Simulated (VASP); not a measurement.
# Ti (Fd-3m) in VASP: further runs

The runs below take Ti through single point, relaxation of cell and atoms, with PBE.

Program: VASP 6.6.1. These are calculated values, not measurements. Logs are shortened: lines on timing, memory, paths and dates and some standing lists are left out, and cuts for length are marked.

## 1. The cell of the first run

Symmetry: Fd-3m, No. 227, cubic system. Conventional cell: a = 5.639 Å, b = 5.639 Å, c = 5.639 Å, α = 90.00°, β = 90.00°, γ = 90.00°. Ti (site symmetry -43m) has 4 Ti at 2.44 Å within 3.2 Å.

This isn't the form of Ti at room conditions, which is hcp.

## 2. Single point, PBE

The input, INCAR:

```
SYSTEM = Ti
ALGO = Normal ; EDIFF = 1E-6
ENCUT = 500 ; GGA = PE
GGA_COMPAT = .False. ; ISIF = 2
ISMEAR = -1 ; LASPH = .True.
LCHARG = .False. ; LREAL = .False.
LWAVE = .False. ; NBANDS = 19
NELM = 120 ; PREC = Accurate
SIGMA = 0.05
```

The input, KPOINTS:

```
k-points
0
Gamma
  6 6 6
  0 0 0
```

The input, POSCAR:

```
Ti
1.0
    0.0000000000      2.8195006672      2.8195006672
    2.8195006672      0.0000000000      2.8195006672
    2.8195006672      2.8195006672      0.0000000000
Ti
2
Direct
    1.0000000000      1.0000000000      1.0000000000
    0.2500000000      0.2500000000      0.2500000000
```

Potentials or basis: VASP PAW PBE potentials, release 64 (Ti_sv).

Run with:

```
> cat potpaw_PBE.64/Ti_sv/POTCAR > POTCAR
> mpirun -np 1 vasp_std > vasp.out
```

OUTCAR:

```text
SYSTEM = Ti
   EDIFF = 1E-6
   ENCUT = 500
   GGA = PE
   ISIF = 2
   ISMEAR = -1
   LASPH = .True.
   LREAL = .False.
   NELM = 120
   PREC = Accurate

 ion  position               nearest neighbor table
   1  0.000  0.000  0.000-   2 2.44   2 2.44   2 2.44   2 2.44
   2  0.250  0.250  0.250-   1 2.44   1 2.44   1 2.44   1 2.44

  LATTYP: Found a face centered cubic cell.
 ALAT       =     5.6390013344

  Lattice vectors:

 A1 = (   0.0000000000,   2.8195006672,   2.8195006672)
 A2 = (   2.8195006672,   0.0000000000,   2.8195006672)
 A3 = (   2.8195006672,   2.8195006672,   0.0000000000)

Analysis of symmetry for initial positions (statically):
=====================================================================
 Subroutine PRICEL returns:
 Original cell was already a primitive cell.

 Routine SETGRP: Setting up the symmetry group for a
 face centered cubic supercell.

 Subroutine GETGRP returns: Found 48 space group operations
 (whereof 24 operations were pure point group operations)
 out of a pool of 48 trial point group operations.

The static configuration has the point symmetry T_d .
 The point group associated with its full space group is O_h .

Analysis of symmetry for dynamics (positions and initial velocities):
=====================================================================
 Subroutine PRICEL returns:
 Original cell was already a primitive cell.

 Routine SETGRP: Setting up the symmetry group for a
 face centered cubic supercell.

 Subroutine GETGRP returns: Found 48 space group operations
 (whereof 24 operations were pure point group operations)
 out of a pool of 48 trial point group operations.

The dynamic configuration has the point symmetry T_d .
 The point group associated with its full space group is O_h .

 Subroutine INISYM returns: Found 48 space group operations
 (whereof 24 operations are pure point group operations),
 and found     1 'primitive' translations

----------------------------------------------------------------------------------------

                                     Primitive cell

  volume of cell :      44.8277

  direct lattice vectors                    reciprocal lattice vectors
     0.000000000  2.819500667  2.819500667    -0.177336365  0.177336365  0.177336365
     2.819500667  0.000000000  2.819500667     0.177336365 -0.177336365  0.177336365
     2.819500667  2.819500667  0.000000000     0.177336365  0.177336365 -0.177336365

  length of vectors
     3.987376083  3.987376083  3.987376083     0.307155595  0.307155595  0.307155595

  position of ions in fractional coordinates (direct lattice)
     0.000000000  0.000000000  0.000000000
     0.250000000  0.250000000  0.250000000

  ion indices of the primitive-cell ions
   primitive index   ion index
                 1           1
                 2           2

----------------------------------------------------------------------------------------

 KPOINTS: k-points

Automatic generation of k-mesh.
 Grid dimensions read from file:
 generate k-points for:    6    6    6

 Generating k-lattice:

  Cartesian coordinates                     Fractional coordinates (reciprocal lattice)
    -0.029556061  0.029556061  0.029556061     0.166666667  0.000000000  0.000000000
     0.029556061 -0.029556061  0.029556061     0.000000000  0.166666667  0.000000000
     0.029556061  0.029556061 -0.029556061     0.000000000  0.000000000  0.166666667

  Length of vectors
     0.051192599  0.051192599  0.051192599

  Shift w.r.t. Gamma in fractional coordinates (k-lattice)
     0.000000000  0.000000000  0.000000000

 Subroutine IBZKPT returns following result:
 ===========================================

 Found     16 irreducible k-points:

 Following reciprocal coordinates:
            Coordinates               Weight
  0.000000  0.000000  0.000000      1.000000
  0.166667  0.000000  0.000000      8.000000
  0.333333  0.000000  0.000000      8.000000
  0.500000  0.000000  0.000000      4.000000
  0.166667  0.166667  0.000000      6.000000
  0.333333  0.166667  0.000000     24.000000
[... 8 lines left out ...]
 -0.333333  0.333333  0.166667     24.000000
 -0.333333  0.500000  0.166667     12.000000
   k-points           NKPTS =     16   k-points in BZ     NKDIM =     16   number of bands    NBANDS=     19
   number of dos      NEDOS =    301   number of ions     NIONS =      2
   total plane-waves  NPLWV =  27000
   dimension x,y,z NGX =    30 NGY =   30 NGZ =   30
   dimension x,y,z NGXF=    60 NGYF=   60 NGZF=   60
   ions per type =               2
   NGX,Y,Z   is equivalent  to a cutoff of  12.51, 12.51, 12.51 a.u.
   NGXF,Y,Z  is equivalent  to a cutoff of  25.02, 25.02, 25.02 a.u.
 SYSTEM =  Ti
   PREC   = accura    normal or accurate (medium, high low for compatibility)
   ISTART =      0    job   : 0-new  1-cont  2-samecut
   ICHARG =      2    charge: 1-file 2-atom 10-const
   ISPIN  =      1    spin polarized calculation?
   LNONCOLLINEAR =      F non collinear calculations
   LSORBIT =      F    spin-orbit coupling
   LASPH  =      T    aspherical Exc in radial PAW
   ENCUT  =  500.0 eV  36.75 Ry    6.06 a.u.   7.27  7.27  7.27*2*pi/ulx,y,z
   NELM   =    120;   NELMIN=  2; NELMDL= -5     # of ELM steps
   EDIFF  = 0.1E-05   stopping-criterion for ELM
   LREAL  =      F    real-space projection
   EDIFFG = 0.1E-04   stopping-criterion for IOM
   NSW    =      0    number of steps for IOM
   IBRION =     -1    ionic relax: 0-MD 1-quasi-New 2-CG
   NFREE  =      0    steps in history (QN), initial steepest desc. (CG)
   ISIF   =      2    stress and relaxation
   ISYM   =      2    0-nonsym 1-usesym 2-fastsym
   POTIM  = 0.5000    time-step for ionic-motion
   TEBEG  =    0.0;   TEEND  =   0.0 temperature during run
   PSTRESS=    0.0 pullay stress
   NELECT =      24.0000    total number of electrons
   NUPDOWN=      -1.0000    fix difference up-down
   EMIN   =  10.00;   EMAX   =-10.00  energy-range for DOS
   EFERMI =   0.00;   METHOD = LEGACY
   ISMEAR =    -1;   SIGMA  =   0.05  broadening in eV -4-tet -1-fermi 0-gaus
   EFERMI_NEDOS =   21; number of points for ismear=-14 and -15
   IALGO  =     38    algorithm
   IMIX   =      4    mixing-type and parameters
     AMIX     =   0.40;   BMIX     =  1.00
     AMIX_MAG =   1.60;   BMIX_MAG =  1.00
  volume/ion in A,a.u.               =      22.41       151.26
  Fermi-wavevector in a.u.,A,eV,Ry     =   1.329321  2.512052 24.042761  1.767093
  Thomas-Fermi vector in A             =   2.458492
   LORBIT       =      0    0 simple, 1 ext, 2 COOP (PROOUT), +10 PAW based schemes
   GGA     = PE    functional components
   LHFCALC =     F    Hartree Fock is set to
   AEXX    =    0.0000 exact exchange contribution
   IVDW    =     0    specifies the selected vdW correction
   LEPSILON=     F    determine dielectric tensor
   LRPA    =     F    only Hartree local field effects (RPA)
 non-spin polarized calculation
  energy-cutoff  :      500.00
  volume of cell :       44.83
 maximum number of plane-waves:      1158
 NGX is ok and might be reduce to    30
   NGX = 15   NGY = 15   NGZ = 15

 number of electron      24.0000011 magnetization

 Free energy of the ion-electron system (eV)
  ---------------------------------------------------
  ext. energy  EPLUGINS =         0.00000000
  ---------------------------------------------------
  free energy    TOTEN  =       -10.98792223 eV

  energy without entropy =      -10.93392819  energy(sigma->0) =      -10.96092521

 E-fermi :   5.5349     XC(G=0): -10.0389

 val. band max:        5.5271590515   @ k =   0.5000   0.5000   0.0000
 cond. band min:       5.5492561914   @ k =   0.3333   0.3333   0.0000
 fundamental gap:      0.0220971399
 Fermi energy:         5.5348988450

 k-point     1 :       0.0000    0.0000    0.0000
  band No.  band energies     occupation
      1     -51.1743      2.00000
      2     -50.6406      2.00000
      3     -27.6318      2.00000
      4     -27.6318      2.00000
      5     -27.6318      2.00000
      6     -26.8656      2.00000
[... 11 lines left out ...]
     18       9.4976      0.00000
     19       9.4976      0.00000

 k-point     2 :       0.1667    0.0000    0.0000
  band No.  band energies     occupation
      1     -51.1485      2.00000
      2     -50.6676      2.00000
      3     -27.6577      2.00000
      4     -27.6577      2.00000
      5     -27.6337      2.00000
      6     -26.8679      2.00000
[... 11 lines left out ...]
     18       9.4645      0.00000
     19       9.4645      0.00000

 k-point     3 :       0.3333    0.0000    0.0000
  band No.  band energies     occupation
      1     -51.0856      2.00000
      2     -50.7328      2.00000
      3     -27.7048      2.00000
      4     -27.7048      2.00000
      5     -27.6397      2.00000
      6     -26.8698      2.00000
[... 11 lines left out ...]
     18       9.2939      0.00000
     19       9.2939      0.00000

 k-point     4 :       0.5000    0.0000    0.0000
  band No.  band energies     occupation
      1     -51.0430      2.00000
      2     -50.7765      2.00000
      3     -27.7266      2.00000
      4     -27.7266      2.00000
      5     -27.6439      2.00000
      6     -26.8695      2.00000
[... 11 lines left out ...]
     18       9.0576      0.00000
     19       9.0576      0.00000

 k-point     5 :       0.1667    0.1667    0.0000
  band No.  band energies     occupation
      1     -51.1393      2.00000
      2     -50.6772      2.00000
      3     -27.6876      2.00000
      4     -27.6876      2.00000
      5     -27.5821      2.00000
      6     -26.9211      2.00000
[... 11 lines left out ...]
     18       9.1655      0.00000
     19       9.6363      0.00000
[... 158 lines left out ...]
      2     -50.9104      2.00000
      3     -27.8231      2.00000
      4     -27.8231      2.00000
      5     -27.2597      2.00000
      6     -27.2597      2.00000
[... 11 lines left out ...]
     18       9.2786      0.00000
     19       9.9479      0.00000

 k-point    14 :       0.5000    0.3333    0.1667
  band No.  band energies     occupation
      1     -51.0253      2.00000
      2     -50.7944      2.00000
      3     -27.8101      2.00000
      4     -27.7652      2.00000
      5     -27.4586      2.00000
      6     -27.0475      2.00000
[... 11 lines left out ...]
     18       8.3272      0.00000
     19       9.6206      0.00000

 k-point    15 :      -0.3333    0.3333    0.1667
  band No.  band energies     occupation
      1     -50.9769      2.00000
      2     -50.8436      2.00000
      3     -27.8347      2.00000
      4     -27.7869      2.00000
      5     -27.4019      2.00000
      6     -27.1021      2.00000
[... 11 lines left out ...]
     18       9.1048      0.00000
     19       9.4347      0.00000

 k-point    16 :      -0.3333    0.5000    0.1667
  band No.  band energies     occupation
      1     -50.9105      2.00000
      2     -50.9105      2.00000
      3     -27.8264      2.00000
      4     -27.8264      2.00000
      5     -27.2541      2.00000
      6     -27.2541      2.00000
[... 11 lines left out ...]
     18       9.4502      0.00000
     19       9.7726      0.00000

------------------------ aborting loop because EDIFF is reached ----------------------------------------

  FORCE on cell =-STRESS in cart. coord.  units (eV):
  Direction    XX          YY          ZZ          XY          YZ          ZX
  --------------------------------------------------------------------------------------
  -------------------------------------------------------------------------------------
  Total        0.0211765      0.0211765      0.0211765      0.0000000      0.0000000     -0.0000000
  in kB        0.7568660      0.7568660      0.7568660      0.0000000      0.0000000     -0.0000000
  external PRESSURE =       0.7568660 kB  Pullay stress =       0.0000000 kB

 VOLUME and BASIS-vectors are now :
 -----------------------------------------------------------------------------
  energy-cutoff  :      500.00
  volume of cell :       44.83
      direct lattice vectors                 reciprocal lattice vectors
     0.000000000  2.819500667  2.819500667    -0.177336365  0.177336365  0.177336365
     2.819500667  0.000000000  2.819500667     0.177336365 -0.177336365  0.177336365
     2.819500667  2.819500667  0.000000000     0.177336365  0.177336365 -0.177336365

 POSITION                                       TOTAL-FORCE (eV/Angst)
 -----------------------------------------------------------------------------------
      0.00000      0.00000      0.00000        -0.000000     -0.000000     -0.000000
      1.40975      1.40975      1.40975         0.000000      0.000000      0.000000
 -----------------------------------------------------------------------------------
    total drift:                                0.000000      0.000000      0.000000

  FREE ENERGIE OF THE ION-ELECTRON SYSTEM (eV)
  ---------------------------------------------------
  free  energy   TOTEN  =       -10.9879222272 eV

  energy  without entropy=      -10.9339281872  energy(sigma->0) =      -10.96092521
```

Wall time 20 s (1 thread of AMD EPYC 7R43 (Zen 3), shared host); peak memory 0.12 GiB.

What came out:

| Item | Value |
| --- | --- |
| Free energy | -10.9879 eV |
| Pressure | 0.1 GPa |
| Band gap on the k mesh | zero (bands 12 and 13 overlap by 0.17 eV) |

## 3. Relaxation of cell and atoms, PBE

This run uses another cell than the first one, of 22.91 Å³/atom.

The input, INCAR:

```
SYSTEM = Ti
PREC     = Accurate       ! precision mode
ENCUT    = 500            ! plane-wave cutoff, eV
EDIFF    = 1E-7           ! SCF threshold, eV
ISMEAR   = -1             ! smearing method
SIGMA    = 0.05           ! smearing width, eV
LREAL    = .False.        ! projectors in reciprocal space
LASPH    = .True.         ! aspherical terms in the spheres
NELM     = 120            ! most SCF steps
ALGO     = Normal         ! electronic algorithm
ISIF     = 3              ! what is computed and relaxed
LWAVE    = .False.        ! write WAVECAR
LCHARG   = .False.        ! write CHGCAR
GGA      = PE             ! functional
IBRION   = 2              ! ionic algorithm
NSW      = 80             ! ionic steps
EDIFFG   = -0.01          ! ionic threshold
GGA_COMPAT= .False.      
NELMIN   = 4
```

The input, KPOINTS:

```
Automatic mesh
0
Gamma
  6 6 6
  0 0 0
```

The input, POSCAR:

```
Ti
1.0
    0.0000000000      2.8400000000      2.8400000000
    2.8400000000      0.0000000000      2.8400000000
    2.8400000000      2.8400000000      0.0000000000
Ti
2
Direct
    1.0000000000      1.0000000000      1.0000000000
    0.2500000000      0.2500000000      0.2500000000
```

Potentials or basis: VASP PAW PBE potentials, release 64 (Ti_sv).

Run with:

```
> cat potpaw_PBE.64/Ti_sv/POTCAR > POTCAR
> mpirun -np 1 vasp_std > vasp.out
```

Run time: 46 s. Hardware: 1 thread of AMD EPYC 7R43 (Zen 3), shared host; peak memory 0.13 GiB.

The run converged. Its results:

```yaml
Free_energy: -10.9884 eV
Relaxed_volume: 22.47 Å³/atom
Relaxed_cell: a = 3.991 Å, b = 3.991 Å, c = 3.991 Å, α = 60.00°, β = 60.00°, γ = 60.00°
Space_group_after_relaxing_to_0.1_Å: Fd-3m (No. 227)
Energy_gained_by_relaxing: 0.9 meV/atom
Ionic_steps: 3
Pressure_after_relaxing: 0.0 GPa
Band_gap_on_the_k_mesh: zero (bands 12 and 13 overlap by 0.17 eV)
```

Step by step:
```
step  energy change (eV)  largest force (eV/Å)  pressure (GPa)  volume (Å³)
   1              0.0000                0.0000           -0.65        45.81
   2             -0.0016                0.0000           -0.20        45.20
   3             -0.0018                0.0000            0.00        44.94
```

Final structure:
```
CELL_PARAMETERS angstrom
0.00000 2.82190 2.82190
2.82190 0.00000 2.82190
2.82190 2.82190 0.00000
ATOMIC_POSITIONS crystal
Ti 0.00000 0.00000 0.00000
Ti 0.25000 0.25000 0.25000
```

Levels at points of the mesh, in eV from the Fermi level:
```
           k point  band 9  band 10  band 11  band 12  band 13  band 14  band 15  band 16
(0.00, 0.00, 0.00)   -4.83    -0.63    -0.63    -0.14    -0.14    -0.14     1.72     1.72
(0.50, 0.00, 0.00)   -1.81    -1.38    -0.61    -0.61    -0.11    -0.11     0.46     2.53
(0.50, 0.50, 0.00)   -1.80    -1.80    -0.01    -0.01     0.22     0.22     1.55     1.55
```

## 4. Relaxation of cell and atoms, PBE, target pressure 20 GPa, at which the enthalpy is minimised

This run uses another cell than the first one, of 22.91 Å³/atom.

The input, INCAR:

```
ALGO = Normal
EDIFF = 1E-7
EDIFFG = -0.01
ENCUT = 500
GGA = PE
GGA_COMPAT = False
IBRION = 2
ISIF = 3
ISMEAR = -1
LASPH = True
LCHARG = False
LREAL = False
LWAVE = False
NELM = 120
NELMIN = 4
NSW = 80
PREC = Accurate
PSTRESS = 200.0
SIGMA = 0.05
```

The input, KPOINTS:

```
k-points
0
Gamma
  6 6 6
```

POSCAR is that of step 3.

Run with:

```
> cat potpaw_PBE.64/Ti_sv/POTCAR > POTCAR
> mpirun -np 1 vasp_std > vasp.out
```

It took 66 s on 1 thread of AMD EPYC 7R43 (Zen 3), shared host; peak memory 0.14 GiB.

The run converged. Its results:

| Item | Value |
| --- | --- |
| Free energy | -10.3406 eV |
| Relaxed volume | 16.13 Å³/atom |
| Relaxed cell | a = 3.573 Å, b = 3.573 Å, c = 3.573 Å, α = 60.00°, β = 60.00°, γ = 60.00° |
| Space group after relaxing (to 0.1 Å) | Fd-3m (No. 227) |
| Energy change on relaxing (the run minimises the enthalpy) | +323.0 meV/atom |
| Ionic steps | 4 |
| Pressure after relaxing | 20.0 GPa |
| Band gap on the k mesh | zero (bands 12 and 13 overlap by 0.81 eV) |

The path:
```csv
step,energy change (eV),largest force (eV/Å),pressure (GPa),volume (Å³)
1,0.0000,0.0000,-0.65,45.81
2,1.2087,0.0000,34.34,28.89
3,0.6081,0.0000,18.86,32.57
4,0.6460,0.0000,20.02,32.26
```

Final structure:
```
Ti
1.0
     0.00000    2.52654    2.52654
     2.52654    0.00000    2.52654
     2.52654    2.52654    0.00000
Ti
2
Direct
  0.00000 0.00000 0.00000
  0.25000 0.25000 0.25000
```

Levels at points of the mesh, in eV from the Fermi level:
```
           k point  band 9  band 10  band 11  band 12  band 13  band 14  band 15  band 16
(0.00, 0.00, 0.00)   -5.55    -1.43    -1.43    -0.22    -0.22    -0.22     2.33     2.33
(0.50, 0.00, 0.00)   -2.32    -1.53    -1.36    -1.36    -0.41    -0.41     1.27     3.53
(0.50, 0.50, 0.00)   -3.08    -3.08    -0.31    -0.31     1.46     1.46     1.73     1.73
```

Caveat: the cell is relaxed towards a set pressure, so the run minimises the enthalpy, not the energy; the volume moved by over 15 % at a fixed basis, so the end points are rough.

(Part 1 of 2 ends here.)
